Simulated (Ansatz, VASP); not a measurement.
# ZrC: VASP beside Ansatz

```
Zr C
1.0
     3.26953    0.04904    0.00000
    -1.59229    2.80698    0.00000
     0.00000    0.00000    2.93973
Zr C
1 1
Direct
  0.00000 0.00000 0.00000
  0.66667 0.33333 0.50000
```

Change from the starting cell: strain e6 = +0.03, atoms carried along.

Alike in both runs: task single point; functional PBE; k mesh 12 × 12 × 12; occupations gaussian, width 0.05 eV; no spin polarisation.

|  | VASP | Ansatz |
| --- | --- | --- |
| version | VASP 6.6.1 | Ansatz 0.2.0 |
| potentials or method | VASP PAW PBE potentials, release 64 (Zr_sv, C), cutoff 520 eV | scalar-relativistic, plane waves, PAW |
| valence electrons in the cell | 16 | 16 |

VASP gave:

| Quantity | Value |
| --- | --- |
| gap on the k mesh at the Fermi level (eV) | none |
| pressure (GPa) | 0.3 |
| traceless stress, the component that is largest in VASP (GPa) | -3.68 |
| rms of the force components (eV/Å) | 0.062 |

Q: What did Ansatz give for the same quantities?

A: gap on the k mesh at the Fermi level (eV): none; pressure (GPa): 0.1; traceless stress, the component that is largest in VASP (GPa): -3.68; rms of the force components (eV/Å): 0.061.

Atom by atom the forces differ by 0.001 eV/Å (rms over components). A gap of «none» marks a metal or a gap that the smearing closes.
